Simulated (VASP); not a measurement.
Here is a VASP 6.6.1 calculation.

File POSCAR:

```
Lu
1.0
   -1.9541071088      1.9541071088      1.9541071088
    1.9541071088     -1.9541071088      1.9541071088
    1.9541071088      1.9541071088     -1.9541071088
Lu
1
Direct
    0.0000000000      0.0000000000      0.0000000000
```

Contents of INCAR.step1:

```
PREC = Accurate ; ENCUT = 600
ISMEAR = -1 ; SIGMA = 0.05
LREAL = False ; LASPH = True
NELM = 100 ; GGA = PE
ALGO = Normal ; EDIFF = 1E-4
LWAVE = True ; LCHARG = False
```

INCAR.step2

```
PREC = Accurate ; ENCUT = 600
EDIFF = 1E-6 ; ISMEAR = -1
SIGMA = 0.05 ; LREAL = False
LASPH = True ; NELM = 100
ALGO = Normal ; ISIF = 3
LWAVE = False ; LCHARG = False
METAGGA = R2SCAN ; LMIXTAU = True
IBRION = 2 ; NSW = 60
EDIFFG = -0.01 ; PSTRESS = 300.0
ISTART = 1
```

Contents of KPOINTS:

```
Automatic mesh
0
Gamma
  10 10 10
```

Potentials or basis: VASP PAW PBE potentials, release 64 (Lu).

Command:

```sh
$ cat potpaw_PBE.64/Lu/POTCAR > POTCAR
$ cp INCAR.step1 INCAR
$ mpirun -np 1 vasp_std > vasp.out
$ cp INCAR.step2 INCAR
$ mpirun -np 1 vasp_std > vasp.out
```

Problem. Predict the space group after relaxing (to 0.1 Å).

Solution. Im-3m (No. 229).

Problem. What does it give for the relaxed cell?

Solution. a = 2.980 Å, b = 2.980 Å, c = 2.980 Å, α = 109.47°, β = 109.47°, γ = 109.47°.

Problem. What does it give for the relaxed volume?

Solution. 20.38 Å³/atom.

Final structure:
```yaml
crystal:
  lattice:
    - [-1.72062, 1.72062, 1.72062]
    - [1.72062, -1.72062, 1.72062]
    - [1.72062, 1.72062, -1.72062]
  atoms:
    - { symbol: Lu, position: [0.00000, 0.00000, 0.00000] }
```

Caveat: the cell is relaxed towards a set pressure, so the run minimises the enthalpy, not the energy; the volume moved by over 15 % at a fixed basis, so the end points are rough; the PAW data sets were made with another functional, which shifts forces and pressure a little.
